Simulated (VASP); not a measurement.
# Ta: single point with PBE

The system is Ta.

```
Ta
1.0
    -1.66098    1.66098    1.66098
     1.66098   -1.66098    1.66098
     1.66098    1.66098   -1.66098
Ta
1
Direct
  0.00000 0.00000 0.00000
```

| Property | Result |
| --- | --- |
| Program | VASP 6.6.1 |
| Task | single point |
| Functional | PBE |
| Potentials or basis | VASP PAW PBE potentials, release 64 (Ta_pv) |
| Cutoff | 500 eV |
| k mesh | 9 × 9 × 9 |
| Occupations | fermi-dirac, width 0.05 eV |
| Spin | no spin polarisation |
| Dipole correction | no |
| Further INCAR settings | ALGO = Normal; EDIFF = 1e-06; NBANDS = 12 |

```
Pressure               : 0.1 GPa
Band gap on the k mesh : zero (an odd number of electrons rules out a gap without spin polarisation)
```

Levels at points of the mesh, in eV from the Fermi level:
```tsv
k point	band 3	band 4	band 5	band 6	band 7	band 8
(0.00, 0.00, 0.00)	-33.20	-7.91	0.68	0.68	0.68	3.89
```

Run time: 11 s on 1 thread of Intel Xeon 8259CL (shared host), peak memory 0.14 GiB.

Caveat: spin-orbit coupling is left out, which moves the levels of the heavy elements.
